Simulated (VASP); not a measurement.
# Ti3Al (Fm-3m) in VASP: notebook, part 2 of 2

VASP 6.6.1. The steps go on from the part before.

## 3. Single point, PBEsol, collinear spin (20.31 Å³/atom)

INCAR reads:

```
  ALGO = Normal
  EDIFF = 1E-6
  ENCUT = 520
  GGA = PS
  ISIF = 2
  ISMEAR = 0
  ISPIN = 2
  LASPH = True
  LCHARG = False
  LMAXMIX = 4
  LORBIT = 11
  LREAL = False
  LWAVE = False
  MAGMOM = 0.8 0.8 0.8 0
  NBANDS = 32
  NELM = 150
  NUPDOWN = 2.4
  PREC = Accurate
  SIGMA = 0.15
```

KPOINTS reads:

```
k-points
0
Gamma
  12 12 12
```

POSCAR reads:

```
Ti3Al
1.0
    0.0000000000      3.4375311292      3.4375311292
    3.4375311292      0.0000000000      3.4375311292
    3.4375311292      3.4375311292      0.0000000000
Ti Al
3 1
Direct
    0.7500000000      0.7500000000      0.7500000000
    0.2500000000      0.2500000000      0.2500000000
    0.0000000000      0.0000000000      0.0000000000
    0.5000000000      0.5000000000      0.5000000000
```

Potentials or basis: VASP PAW PBE potentials, release 64 (Ti_sv, Al).

Run with:

```sh
$ cat potpaw_PBE.64/Ti_sv/POTCAR potpaw_PBE.64/Al/POTCAR > POTCAR
$ mpirun -np 1 vasp_std > vasp.out
```

OUTCAR:

```text
EDIFF = 1E-6
   ENCUT = 520
   GGA = PS
   ISIF = 2
   ISMEAR = 0
   ISPIN = 2
   LASPH = True
   LORBIT = 11
   LREAL = False
   NELM = 150
   NUPDOWN = 2.4
   PREC = Accurate

 ion  position               nearest neighbor table
   1  0.750  0.750  0.750-   4 2.98   4 2.98   4 2.98   4 2.98
   2  0.250  0.250  0.250-   4 2.98   4 2.98   4 2.98   4 2.98
   3  0.000  0.000  0.000-
   4  0.500  0.500  0.500-   2 2.98   2 2.98   2 2.98   1 2.98   2 2.98   1 2.98   1 2.98   1 2.98

  LATTYP: Found a face centered cubic cell.
 ALAT       =     6.8750622584

  Lattice vectors:

 A1 = (   0.0000000000,   3.4375311292,   3.4375311292)
 A2 = (   3.4375311292,   0.0000000000,   3.4375311292)
 A3 = (   3.4375311292,   3.4375311292,   0.0000000000)

Analysis of symmetry for initial positions (statically):
=====================================================================
 Subroutine PRICEL returns:
 Original cell was already a primitive cell.

 Routine SETGRP: Setting up the symmetry group for a
 face centered cubic supercell.

 Subroutine GETGRP returns: Found 48 space group operations
 (whereof 48 operations were pure point group operations)
 out of a pool of 48 trial point group operations.

The static configuration has the point symmetry O_h .

Analysis of symmetry for dynamics (positions and initial velocities):
=====================================================================
 Subroutine PRICEL returns:
 Original cell was already a primitive cell.

 Routine SETGRP: Setting up the symmetry group for a
 face centered cubic supercell.

 Subroutine GETGRP returns: Found 48 space group operations
 (whereof 48 operations were pure point group operations)
 out of a pool of 48 trial point group operations.

The dynamic configuration has the point symmetry O_h .

Analysis of structural, dynamic, and magnetic symmetry:
=====================================================================
 Subroutine PRICEL returns:
 Original cell was already a primitive cell.

 Routine SETGRP: Setting up the symmetry group for a
 face centered cubic supercell.

 Subroutine GETGRP returns: Found 48 space group operations
 (whereof 48 operations were pure point group operations)
 out of a pool of 48 trial point group operations.

The overall configuration has the point symmetry O_h .

 Subroutine INISYM returns: Found 48 space group operations
 (whereof 48 operations are pure point group operations),
 and found     1 'primitive' translations

----------------------------------------------------------------------------------------

                                     Primitive cell

  volume of cell :      81.2400

  direct lattice vectors                    reciprocal lattice vectors
     0.000000000  3.437531129  3.437531129    -0.145453228  0.145453228  0.145453228
     3.437531129  0.000000000  3.437531129     0.145453228 -0.145453228  0.145453228
     3.437531129  3.437531129  0.000000000     0.145453228  0.145453228 -0.145453228

  length of vectors
     4.861403144  4.861403144  4.861403144     0.251932381  0.251932381  0.251932381

  position of ions in fractional coordinates (direct lattice)
[... 80 lines left out ...]
   LASPH  =      T    aspherical Exc in radial PAW
   ENCUT  =  520.0 eV  38.22 Ry    6.18 a.u.   9.04  9.04  9.04*2*pi/ulx,y,z
   NELM   =    150;   NELMIN=  2; NELMDL= -5     # of ELM steps
   EDIFF  = 0.1E-05   stopping-criterion for ELM
   LREAL  =      F    real-space projection
   EDIFFG = 0.1E-04   stopping-criterion for IOM
   NSW    =      0    number of steps for IOM
   IBRION =     -1    ionic relax: 0-MD 1-quasi-New 2-CG
   NFREE  =      0    steps in history (QN), initial steepest desc. (CG)
   ISIF   =      2    stress and relaxation
   ISYM   =      2    0-nonsym 1-usesym 2-fastsym
   POTIM  = 0.5000    time-step for ionic-motion
   TEBEG  =    0.0;   TEEND  =   0.0 temperature during run
   PSTRESS=    0.0 pullay stress
   NELECT =      39.0000    total number of electrons
   NUPDOWN=       2.4000    fix difference up-down
   EMIN   =  10.00;   EMAX   =-10.00  energy-range for DOS
   EFERMI =   0.00;   METHOD = LEGACY
   ISMEAR =     0;   SIGMA  =   0.15  broadening in eV -4-tet -1-fermi 0-gaus
   EFERMI_NEDOS =   21; number of points for ismear=-14 and -15
   IALGO  =     38    algorithm
   IMIX   =      4    mixing-type and parameters
     AMIX     =   0.40;   BMIX     =  1.00
     AMIX_MAG =   1.60;   BMIX_MAG =  1.00
  volume/ion in A,a.u.               =      20.31       137.06
  Fermi-wavevector in a.u.,A,eV,Ry     =   1.281857  2.422359 22.356529  1.643158
  Thomas-Fermi vector in A             =   2.414203
   LORBIT       =     11    0 simple, 1 ext, 2 COOP (PROOUT), +10 PAW based schemes
   GGA     = PS    functional components
   LHFCALC =     F    Hartree Fock is set to
   AEXX    =    0.0000 exact exchange contribution
   IVDW    =     0    specifies the selected vdW correction
   LEPSILON=     F    determine dielectric tensor
   LRPA    =     F    only Hartree local field effects (RPA)
 spin polarized calculation
 Gauss-broadening in eV      SIGMA  =   0.15
  energy-cutoff  :      520.00
  volume of cell :       81.24
 maximum number of plane-waves:      2208
   NGX = 19   NGY = 19   NGZ = 19

 number of electron      38.9999982 magnetization       2.3999998

 Free energy of the ion-electron system (eV)
  ---------------------------------------------------
  ext. energy  EPLUGINS =         0.00000000
  ---------------------------------------------------
  free energy    TOTEN  =       -28.75068869 eV

  energy without entropy =      -28.68440007  energy(sigma->0) =      -28.71754438

 E-fermi :   6.2945     XC(G=0): -10.5409

 val. band max:        6.2928737972   @ k =   0.5000   0.4167   0.0000
 cond. band min:       6.2704570736   @ k =  -0.2500   0.3333   0.0833
 fundamental gap:     -0.0224167237
 Fermi energy:         6.2687640966

 spin component 1

 k-point     1 :       0.0000    0.0000    0.0000
  band No.  band energies     occupation
      1     -50.7124      1.00000
      2     -50.6783      1.00000
      3     -50.5976      1.00000
      4     -27.0855      1.00000
      5     -27.0855      1.00000
      6     -27.0855      1.00000
[... 805 lines left out ...]
     30       9.5166      0.00000
     31       9.7801      0.00000

 [... further k-points ...]

 spin component 2

 k-point     1 :       0.0000    0.0000    0.0000
  band No.  band energies     occupation
      1     -50.3977      1.00000
      2     -50.3810      1.00000
      3     -49.6234      1.00000
      4     -26.7461      1.00000
      5     -26.7461      1.00000
      6     -26.7461      1.00000
[... 805 lines left out ...]
     30       9.9857      0.00000
     31      10.1601      0.00000

 [... further k-points ...]

 [bands above 31 left out]

------------------------ aborting loop because EDIFF is reached ----------------------------------------

  FORCE on cell =-STRESS in cart. coord.  units (eV):
  Direction    XX          YY          ZZ          XY          YZ          ZX
  --------------------------------------------------------------------------------------
  -------------------------------------------------------------------------------------
  Total       -8.5358759     -8.5358759     -8.5358759      0.0000000      0.0000000      0.0000000
  in kB     -168.3405580   -168.3405580   -168.3405580      0.0000000      0.0000000      0.0000000
  external PRESSURE =    -168.3405580 kB  Pullay stress =       0.0000000 kB

 VOLUME and BASIS-vectors are now :
 -----------------------------------------------------------------------------
  energy-cutoff  :      520.00
  volume of cell :       81.24
      direct lattice vectors                 reciprocal lattice vectors
     0.000000000  3.437531129  3.437531129    -0.145453228  0.145453228  0.145453228
     3.437531129  0.000000000  3.437531129     0.145453228 -0.145453228  0.145453228
     3.437531129  3.437531129  0.000000000     0.145453228  0.145453228 -0.145453228

 POSITION                                       TOTAL-FORCE (eV/Angst)
 -----------------------------------------------------------------------------------
      5.15630      5.15630      5.15630         0.000000      0.000000     -0.000000
      1.71877      1.71877      1.71877        -0.000000     -0.000000      0.000000
      0.00000      0.00000      0.00000         0.000000      0.000000      0.000000
      3.43753      3.43753      3.43753         0.000000      0.000000      0.000000
 -----------------------------------------------------------------------------------
    total drift:                                0.000000      0.000000      0.000000

  FREE ENERGIE OF THE ION-ELECTRON SYSTEM (eV)
  ---------------------------------------------------
  free  energy   TOTEN  =       -28.7506886943 eV

  energy  without entropy=      -28.6844000688  energy(sigma->0) =      -28.71754438

 total charge

# of ion       s       p       d       tot
------------------------------------------
    1        2.184   6.084   1.808  10.076
    2        2.184   6.084   1.808  10.076
    3        2.216   6.068   1.863  10.146
    4        0.394   0.348   0.000   0.742
--------------------------------------------------
tot          6.979  18.584   5.479  31.041

 magnetization (x)

# of ion       s       p       d       tot
------------------------------------------
    1        0.003   0.027   0.302   0.333
    2        0.003   0.027   0.302   0.333
    3        0.014   0.032   1.050   1.096
    4       -0.009  -0.017   0.000  -0.026
--------------------------------------------------
tot          0.011   0.069   1.655   1.735
```

OSZICAR:

```text
N       E                     dE             d eps       ncg     rms          rms(c)
DAV:   1     0.457697304911E+03    0.45770E+03   -0.18564E+04  9216   0.134E+03
DAV:   2     0.159596162995E+02   -0.44174E+03   -0.43023E+03  9336   0.435E+02
DAV:   3    -0.281683863542E+02   -0.44128E+02   -0.43001E+02 15344   0.122E+02
DAV:   4    -0.330614735541E+02   -0.48931E+01   -0.48468E+01 13704   0.338E+01
DAV:   5    -0.332857418056E+02   -0.22427E+00   -0.22421E+00 12896   0.628E+00    0.144E+01
DAV:   6    -0.286971697311E+02    0.45886E+01   -0.23537E+01 12816   0.331E+01    0.425E+00
DAV:   7    -0.287902701566E+02   -0.93100E-01   -0.12854E+00 11944   0.795E+00    0.291E+00
DAV:   8    -0.287726987559E+02    0.17571E-01   -0.24262E-01 13288   0.510E+00    0.211E+00
DAV:   9    -0.287477466579E+02    0.24952E-01   -0.90645E-02 11656   0.260E+00    0.109E+00
DAV:  10    -0.287504967914E+02   -0.27501E-02   -0.31519E-02 10984   0.137E+00    0.334E-01
DAV:  11    -0.287503859989E+02    0.11079E-03   -0.35452E-03 12640   0.404E-01    0.154E-01
DAV:  12    -0.287506519675E+02   -0.26597E-03   -0.72678E-04 12944   0.193E-01    0.549E-02
DAV:  13    -0.287506887634E+02   -0.36796E-04   -0.88463E-05 12304   0.576E-02    0.259E-02
DAV:  14    -0.287506896890E+02   -0.92562E-06   -0.12814E-05 12280   0.234E-02    0.960E-03
DAV:  15    -0.287506886943E+02    0.99472E-06   -0.17379E-06  7096   0.937E-03
   1 F= -.28750689E+02 E0= -.28717544E+02  d E =-.662886E-01  mag=     2.4000
```

stdout:

```text
POSCAR found type information on POSCAR TiAl
 POSCAR found :  2 types and       4 ions
 scaLAPACK will be used
 -----------------------------------------------------------------------------
|                                                                             |
|                                                                             |
|     You enforced a specific xc type in the INCAR file but a different       |
|     I HOPE YOU KNOW WHAT YOU ARE DOING!                                     |
|                                                                             |
 -----------------------------------------------------------------------------

 LDA part: xc-table for (Slater+PW92), standard interpolation
 POSCAR, INCAR and KPOINTS ok, starting setup
 FFT: planning ... GRIDC
 FFT: planning ... GRID_SOFT
 FFT: planning ... GRID
 WAVECAR not read
 entering main loop
```

Run time: 9.7 min. Hardware: 1 thread of Intel Xeon 8259CL, shared host; peak memory 0.42 GiB.

Results:

```
Free energy                                           : -28.7507 eV
Pressure                                              : -16.8 GPa
Net moment                                            : 2.40 μB per cell
Site moments                                          : Ti +0.33, +1.10 (each value once); Al -0.03 μB
Valence electrons inside the program's atomic spheres : Ti 10.08, 10.15 (each value once); Al 0.74
```

Caveat: the cell stands under tension; the PAW data sets were made with another functional, which shifts forces and pressure a little; the total moment is fixed, so each spin has its own Fermi level.
